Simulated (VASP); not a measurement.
Wanted: the native input for a VASP 6.6.1 run.

```
Task                   : single point
Functional             : PBE
Potentials or basis    : VASP PAW PBE potentials, release 64 (K_sv, Br)
Cutoff                 : 520 eV
k mesh                 : 6 × 6 × 6
Occupations            : gaussian, width 0.05 eV
Spin                   : no spin polarisation
Dipole correction      : no
Further INCAR settings : ALGO = Normal; EDIFF = 1e-07; NBANDS = 15
```

The structure of KBr lies in POSCAR:

```
KBr
1.0
    0.0000000000      3.3336562500      3.3336562500
    3.2925000000      0.0411562500      3.2925000000
    3.2925000000      3.2925000000      0.0411562500
K Br
1 1
Direct
    0.0000000000      0.0000000000      0.0000000000
    0.5000000000      0.5000000000      0.5000000000
```

This cell differs from its parent crystal: strain +0.0250 x Voigt [0, 0, 0, 1, 0, 0].

These files were run (other wordings do the same):

INCAR

```
SYSTEM = KBr
PREC = Accurate
ENCUT = 520
EDIFF = 1E-7
ISMEAR = 0
SIGMA = 0.05
LREAL = .FALSE.
LASPH = .TRUE.
NELM = 60
ALGO = Normal
ISIF = 2
LWAVE = .FALSE.
LCHARG = .FALSE.
GGA = PE
NBANDS = 15
```

KPOINTS

```
regular mesh
0
G
  6 6 6
  0 0 0
```

Potentials or basis: VASP PAW PBE potentials, release 64 (K_sv, Br).

The run is started by

```bash
$ cat potpaw_PBE.64/K_sv/POTCAR potpaw_PBE.64/Br/POTCAR > POTCAR
$ mpirun -np 1 vasp_std > vasp.out
```

It gave:

The pressure is 0.9 GPa. The band gap on the k mesh is 4.42 eV, direct.

Caveat: the cell differs from its parent crystal (strain +0.0250 x Voigt [0, 0, 0, 1, 0, 0]).

Wall time 36 s on 1 thread of AMD EPYC 9R45 96-Core Processor (Zen 5), with other jobs on the host, peak memory 0.2 GiB.
